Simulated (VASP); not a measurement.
Wanted: the native input for a VASP 6.6.1 run.

```
Task                    : density of states
Functional              : PBE
Potentials or basis     : VASP PAW PBE potentials, release 64 (Pd)
Cutoff                  : 520 eV
k mesh                  : 15 × 15 × 15
Occupations             : fermi-dirac, width 0.08 eV
Spin                    : no spin polarisation
Dipole correction       : no
k mesh for the DOS      : 23 × 23 × 23
Occupations for the DOS : tetrahedron
Further INCAR settings  : ALGO = Normal; EDIFF = 1e-06; NBANDS = 11
```

The system is Pd.

```
Pd
1.0
     2.00362    0.00000    0.00000
     0.00000    2.00362    0.00000
     0.00000    0.00000    2.00362
Pd
1
Direct
  0.00000 0.00000 0.00000
```

This cell differs from its parent crystal: volume scaled by 0.45.

One way to write it, as run:

POSCAR

```
Pd
1.0
    2.0036207299      0.0000000000      0.0000000000
    0.0000000000      2.0036207299      0.0000000000
    0.0000000000      0.0000000000      2.0036207299
Pd
1
Direct
    0.0000000000      0.0000000000      0.0000000000
```

INCAR.step1

```
SYSTEM = Pd
PREC = Accurate
ENCUT = 520
EDIFF = 1E-6
ISMEAR = -1
SIGMA = 0.08
LREAL = .False.
LASPH = .True.
NELM = 100
ALGO = Normal
ISIF = 2
LWAVE = .False.
LCHARG = .True.
LMAXMIX = 4
GGA = PE
NBANDS = 11
```

KPOINTS.step1

```
regular mesh
0
Gamma
  15 15 15
  0 0 0
```

INCAR.step2

```
SYSTEM = Pd
PREC = Accurate
ENCUT = 520
EDIFF = 1E-6
ISMEAR = -5
SIGMA = 0.08
LREAL = .False.
LASPH = .True.
NELM = 100
ALGO = Normal
ISIF = 2
LWAVE = .False.
LCHARG = .False.
LMAXMIX = 4
GGA = PE
LORBIT = 10
NBANDS = 11
NEDOS = 2001
ICHARG = 11
```

KPOINTS.step2

```
regular mesh
0
Gamma
  23 23 23
  0 0 0
```

Potentials or basis: VASP PAW PBE potentials, release 64 (Pd).

Run with:

```sh
$ cat potpaw_PBE.64/Pd/POTCAR > POTCAR
$ cp INCAR.step1 INCAR
$ cp KPOINTS.step1 KPOINTS
$ mpirun -np 1 vasp_std > vasp.out
$ cp INCAR.step2 INCAR
$ cp KPOINTS.step2 KPOINTS
$ mpirun -np 1 vasp_std > vasp.out
```

It took 12 s on 1 thread of Intel(R) Xeon(R) 6975P-C (Granite Rapids) (shared host), peak memory 0.15 GiB.
